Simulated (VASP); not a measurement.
Set up this calculation in VASP 6.6.1, as the native input.

| Item | Value |
| --- | --- |
| Task | relaxation of cell and atoms |
| Functional | PBE |
| Potentials or basis | VASP PAW PBE potentials, release 64 (Sn_d, Co) |
| Cutoff | 600 eV |
| k mesh | 6 × 6 × 6 |
| Occupations | gaussian, width 0.1 eV |
| Spin | collinear spin, ferromagnetic start |
| Starting moments | [0.0, 0.0, 0.0, 0.82] μB |
| Dipole correction | no |
| Further INCAR settings | ALGO = Fast; EDIFF = 1e-07; IBRION = 2; EDIFFG = -0.05; NSW = 100; ISIF = 3 |

The structure of CoSn3 lies in POSCAR:

```
CoSn3
1.0
    0.0000000000      3.3777643824      3.3777643824
    3.3777643824      0.0000000000      3.3777643824
    3.3777643824      3.3777643824      0.0000000000
Sn Co
3 1
Direct
    0.2500000000      0.2500000000      0.2500000000
    0.7500000000      0.7500000000      0.7500000000
    0.5000000000      0.5000000000      0.5000000000
    0.0000000000      0.0000000000      0.0000000000
```

The input as run:

INCAR

```
PREC = Accurate ; ENCUT = 600
EDIFF = 1E-7 ; ISMEAR = 0
SIGMA = 0.1 ; LREAL = F
LASPH = T ; NELM = 150
ALGO = Fast ; ISIF = 3
LWAVE = F ; LCHARG = F
ISPIN = 2 ; MAGMOM = 0 0 0 0.82
LORBIT = 11 ; LMAXMIX = 4
GGA = PE ; IBRION = 2
NSW = 100 ; EDIFFG = -0.05
```

KPOINTS

```
Automatic mesh
0
Gamma
  6 6 6
```

Potentials or basis: VASP PAW PBE potentials, release 64 (Sn_d, Co).

Run with:

```sh
$ cat potpaw_PBE.64/Sn_d/POTCAR potpaw_PBE.64/Co/POTCAR > POTCAR
$ mpirun -np 1 vasp_std > vasp.out
```

Results of the run:

The relaxed volume is 22.02 Å³/atom, the relaxed cell is a = 4.994 Å, b = 4.994 Å, c = 4.994 Å, α = 60.00°, β = 60.00°, γ = 60.00° and the space group after relaxing (to 0.1 Å) is Fm-3m (No. 225). The energy gained by relaxing is 88.1 meV/atom and the ionic steps are 4. The pressure after relaxing is -0.1 GPa and the net moment is 0.00 μB per cell. The valence electrons inside the program's atomic spheres are Sn 12.21, 12.26 (each value once); Co 7.87.

Caveat: the moments typed at the start vanished in this run.

It took 12 min on 1 thread of AMD EPYC 7R43 64-Core Processor (Zen 3) (shared host), peak memory 0.3 GiB.
